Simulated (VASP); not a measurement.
Here is a VASP 6.6.1 calculation.

File POSCAR:

```
BiTe
1.0
    0.0000000000      3.6313475271      2.5673627017
    3.6313475271      0.0000000000      2.5673627017
    3.6313475271      3.6313475271      0.0000000000
Bi Te
1 1
Direct
    0.0000000000      0.0000000000      0.0000000000
    0.5000000000      0.5000000000      0.5000000000
```

The input INCAR.step1:

```
PREC     = Accurate       # precision mode
ENCUT    = 520            # plane-wave cutoff, eV
ISMEAR   = 0              # smearing method
SIGMA    = 0.15           # smearing width, eV
LREAL    = F              # projectors in reciprocal space
LASPH    = T              # aspherical terms in the spheres
NELM     = 80             # most SCF steps
NBANDS   = 18             # bands
GGA      = PE             # functional
ALGO     = Normal         # electronic algorithm
EDIFF    = 1E-4           # SCF threshold, eV
LWAVE    = T              # write WAVECAR
LCHARG   = F              # write CHGCAR
```

The input INCAR.step2:

```
PREC     = Accurate       # precision mode
ENCUT    = 520            # plane-wave cutoff, eV
EDIFF    = 1E-6           # SCF threshold, eV
ISMEAR   = 0              # smearing method
SIGMA    = 0.15           # smearing width, eV
LREAL    = F              # projectors in reciprocal space
LASPH    = T              # aspherical terms in the spheres
NELM     = 80             # most SCF steps
ALGO     = Normal         # electronic algorithm
ISIF     = 2              # what is computed and relaxed
LWAVE    = F              # write WAVECAR
LCHARG   = F              # write CHGCAR
METAGGA  = R2SCAN         # meta-GGA
LMIXTAU  = T            
NBANDS   = 18             # bands
ISTART   = 1
```

KPOINTS

```
regular mesh
0
Gamma
  14 14 14
```

Potentials or basis: VASP PAW PBE potentials, release 64 (Bi_d, Te).

The run is started by

```sh
$ cat potpaw_PBE.64/Bi_d/POTCAR potpaw_PBE.64/Te/POTCAR > POTCAR
$ cp INCAR.step1 INCAR
$ mpirun -np 1 vasp_std > vasp.out
$ cp INCAR.step2 INCAR
$ mpirun -np 1 vasp_std > vasp.out
```

Task: What does it give for the band gap on the k mesh?

Result: Zero (an odd number of electrons rules out a gap without spin polarisation).

Task: What does it give for the pressure?

Result: 16.0 GPa.

Stress tensor (GPa, compression positive):
```
-0.74  0.00  0.00
 0.00 -0.74  0.00
 0.00  0.00 49.43
```

Caveat: the stress differs along the axes, from -1 to 49 GPa; the PAW data sets were made with another functional, which shifts forces and pressure a little; spin-orbit coupling is left out, which moves the levels of the heavy elements; an odd number of electrons without spin polarisation forces a metal; a magnetic or distorted state may lie lower.
